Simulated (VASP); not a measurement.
# NiO (I4/mmm) in VASP: notebook, part 2 of 2

VASP 6.6.1. The steps go on from the part before.

### 4 Single point, r2SCAN, collinear spin, ferromagnetic start (biaxial strain in the a-b plane: +2.0 %, then relaxed in part)

File POSCAR:

```
NiO
1.0
    2.1361844669      2.1361844669      0.0000000000
   -2.1361844669      2.1361844669      0.0000000000
    0.0000000000      0.0000000000      4.1341126794
Ni O
2 2
Direct
    0.0000000000      0.0000000000      0.0000000000
    0.5000000000      0.5000000000      0.5000000000
    0.5000000000      0.5000000000      0.0000000000
    0.0000000000      0.0000000000      0.5000000000
```

File INCAR.step1:

```
ALGO     = Normal         # electronic algorithm
EDIFF    = 1E-4           # SCF threshold, eV
ENCUT    = 520            # plane-wave cutoff, eV
GGA      = PE             # functional
ISMEAR   = 0              # smearing method
ISPIN    = 2              # spin polarisation
LASPH    = T              # aspherical terms in the spheres
LCHARG   = F              # write CHGCAR
LMAXMIX  = 4              # l up to which the mixer works
LREAL    = F              # projectors in reciprocal space
LWAVE    = T              # write WAVECAR
MAGMOM   = 1.84 1.84 0.31 0.31 # initial moments
NBANDS   = 28             # bands
NELM     = 150            # most SCF steps
PREC     = Accurate       # precision mode
SIGMA    = 0.02           # smearing width, eV
```

File INCAR.step2:

```
ALGO     = Normal         # electronic algorithm
EDIFF    = 1E-7           # SCF threshold, eV
ENCUT    = 520            # plane-wave cutoff, eV
ISIF     = 2              # what is computed and relaxed
ISMEAR   = 0              # smearing method
ISPIN    = 2              # spin polarisation
ISTART   = 1            
LASPH    = T              # aspherical terms in the spheres
LCHARG   = T              # write CHGCAR
LELF     = T              # ELF
LMAXMIX  = 4              # l up to which the mixer works
LMIXTAU  = T            
LORBIT   = 11             # projections on sites
LREAL    = F              # projectors in reciprocal space
LVHAR    = T            
LWAVE    = F              # write WAVECAR
MAGMOM   = 1.84 1.84 0.31 0.31 # initial moments
METAGGA  = R2SCAN         # meta-GGA
NBANDS   = 28             # bands
NELM     = 150            # most SCF steps
PREC     = Accurate       # precision mode
SIGMA    = 0.02           # smearing width, eV
```

File KPOINTS:

```
k-points
0
Gamma
  10 10 8
```

Launch:

```
$ cat potpaw_PBE.64/Ni/POTCAR potpaw_PBE.64/O/POTCAR > POTCAR
$ cp INCAR.step1 INCAR
$ mpirun -np 1 vasp_std > vasp.out
$ cp INCAR.step2 INCAR
$ mpirun -np 1 vasp_std > vasp.out
```

Wall time 16 min (1 thread of Oxide Virtual Turin-like, shared host); peak memory 0.25 GiB.

It converged, with:

```
Free energy                                           : -40.1883 eV
Pressure                                              : -4.9 GPa
Band gap on the k mesh                                : 0.65 eV
Net moment                                            : 4.00 μB per cell
Site moments                                          : Ni +1.70; O +0.27 μB
Valence electrons inside the program's atomic spheres : Ni 8.87; O 5.03
```

Stress tensor (GPa, compression positive):
```
-7.39  0.00  0.00
 0.00 -7.39  0.00
 0.00  0.00 -0.02
```

Levels at points of the mesh, in eV from the valence-band top:
Spin up:
```tsv
k point	band 14	band 15	band 16	band 17	band 18	band 19	band 20	band 21	band 22	band 23
(0.00, 0.00, 0.00)	-2.79	-2.68	-2.68	-2.23	-2.23	1.94	6.53	11.66	12.26	17.01
(0.50, 0.00, 0.00)	-2.01	-1.90	-1.90	-0.47	-0.47	7.47	7.47	11.27	11.27	12.06
(0.50, 0.50, 0.00)	-3.24	-2.29	-2.29	-2.21	-2.21	6.54	6.54	11.18	11.18	12.72
(0.00, 0.00, 0.50)	-2.18	-1.81	-1.81	-1.81	-1.81	5.96	5.96	13.75	13.75	14.09
(0.50, 0.00, 0.50)	-1.89	-0.23	-0.23	0.00	0.00	6.20	6.20	10.53	10.53	14.22
(0.50, 0.50, 0.50)	-2.19	-2.19	-2.19	-1.74	-1.74	9.08	9.08	11.17	11.17	11.17
```
Spin down:
| k point | band 10 | band 11 | band 12 | band 13 | band 14 | band 15 | band 16 | band 17 | band 18 | band 19 |
| --- | --- | --- | --- | --- | --- | --- | --- | --- | --- | --- |
| (0.00, 0.00, 0.00) | -2.13 | -2.00 | -2.00 | -1.27 | -1.27 | 0.65 | 0.72 | 1.15 | 1.68 | 2.53 |
| (0.50, 0.00, 0.00) | -1.72 | -1.26 | -1.26 | -1.00 | -1.00 | 1.60 | 1.60 | 3.15 | 3.15 | 8.10 |
| (0.50, 0.50, 0.00) | -3.02 | -1.33 | -1.33 | -1.24 | -1.24 | 1.13 | 1.13 | 1.62 | 1.62 | 7.18 |
| (0.00, 0.00, 0.50) | -2.60 | -0.90 | -0.90 | -0.90 | -0.90 | 0.90 | 0.90 | 1.64 | 1.64 | 7.00 |
| (0.50, 0.00, 0.50) | -1.39 | -1.23 | -1.23 | -0.95 | -0.95 | 3.19 | 3.19 | 3.49 | 3.49 | 6.50 |
| (0.50, 0.50, 0.50) | -1.33 | -1.29 | -1.29 | -1.29 | -1.29 | 1.43 | 1.43 | 2.25 | 2.25 | 9.92 |

Caveat: the cell differs from its parent crystal (biaxial strain in the a-b plane: +2.0 %, then relaxed in part); the PAW data sets were made with another functional, which shifts forces and pressure a little. A k mesh can miss the band edges.

### 5 Single point, r2SCAN, collinear spin, ferromagnetic start

This run uses another cell than the first one, of 9.43 Å³/atom, 1.007 times its volume.

POSCAR is that of step 4.

File INCAR.step1:

```
SYSTEM = NiO
  PREC = Accurate
  ENCUT = 520
  ISMEAR = 0
  SIGMA = 0.02
  LREAL = .False.
  LASPH = .True.
  NELM = 150
  ISPIN = 2
  MAGMOM = 1.83 1.83 0.31 0.31
  LMAXMIX = 4
  NBANDS = 28
  GGA = PE
  ALGO = Normal
  EDIFF = 1E-4
  LWAVE = .True.
  LCHARG = .False.
```

File INCAR.step2:

```
SYSTEM = NiO
  PREC = Accurate
  ENCUT = 520
  EDIFF = 1E-6
  ISMEAR = 0
  SIGMA = 0.02
  LREAL = .False.
  LASPH = .True.
  NELM = 150
  ALGO = Normal
  ISIF = 2
  LWAVE = .False.
  LCHARG = .False.
  ISPIN = 2
  MAGMOM = 1.83 1.83 0.31 0.31
  LORBIT = 11
  LMAXMIX = 4
  METAGGA = R2SCAN
  LMIXTAU = .True.
  NBANDS = 28
  ISTART = 1
```

File KPOINTS:

```
Automatic mesh
0
Gamma
  10 10 8
  0 0 0
```

Launch:

```
$ cat potpaw_PBE.64/Ni/POTCAR potpaw_PBE.64/O/POTCAR > POTCAR
$ cp INCAR.step1 INCAR
$ mpirun -np 1 vasp_std > vasp.out
$ cp INCAR.step2 INCAR
$ mpirun -np 1 vasp_std > vasp.out
```

Run time: 22 min. Hardware: 1 thread of Oxide Virtual Turin-like, shared host; peak memory 0.25 GiB.

Results (log left out):

| Item | Value |
| --- | --- |
| Free energy | -40.1883 eV |
| Pressure | -4.9 GPa |
| Band gap on the k mesh | 0.65 eV |
| Net moment | 4.00 μB per cell |
| Site moments | Ni +1.70; O +0.27 μB |
| Valence electrons inside the program's atomic spheres | Ni 8.87; O 5.03 |

Stress tensor (GPa, compression positive):
```
-7.38  0.00  0.00
 0.00 -7.38  0.00
 0.00  0.00 -0.01
```

Levels at points of the mesh, in eV from the valence-band top:
Spin up:
```
           k point  band 16  band 17  band 18  band 19  band 20  band 21
(0.00, 0.00, 0.00)    -2.68    -2.23    -2.23     1.94     6.53    11.66
(0.50, 0.00, 0.00)    -1.90    -0.47    -0.47     7.47     7.47    11.27
(0.50, 0.50, 0.00)    -2.29    -2.21    -2.21     6.54     6.54    11.18
(0.00, 0.00, 0.50)    -1.81    -1.81    -1.81     5.96     5.96    13.75
(0.50, 0.00, 0.50)    -0.23     0.00     0.00     6.20     6.20    10.53
(0.50, 0.50, 0.50)    -2.19    -1.74    -1.74     9.08     9.08    11.17
```
Spin down:
```tsv
k point	band 10	band 11	band 12	band 13	band 14	band 15	band 16	band 17	band 18	band 19
(0.00, 0.00, 0.00)	-2.13	-2.00	-2.00	-1.27	-1.27	0.65	0.72	1.15	1.68	2.53
(0.50, 0.00, 0.00)	-1.72	-1.26	-1.26	-1.00	-1.00	1.60	1.60	3.15	3.15	8.10
(0.50, 0.50, 0.00)	-3.02	-1.33	-1.33	-1.24	-1.24	1.13	1.13	1.62	1.62	7.18
(0.00, 0.00, 0.50)	-2.60	-0.90	-0.90	-0.90	-0.90	0.90	0.90	1.64	1.64	7.00
(0.50, 0.00, 0.50)	-1.39	-1.23	-1.23	-0.95	-0.95	3.19	3.19	3.49	3.49	6.50
(0.50, 0.50, 0.50)	-1.33	-1.29	-1.29	-1.29	-1.29	1.43	1.43	2.25	2.25	9.92
```

Caveat: the PAW data sets were made with another functional, which shifts forces and pressure a little.
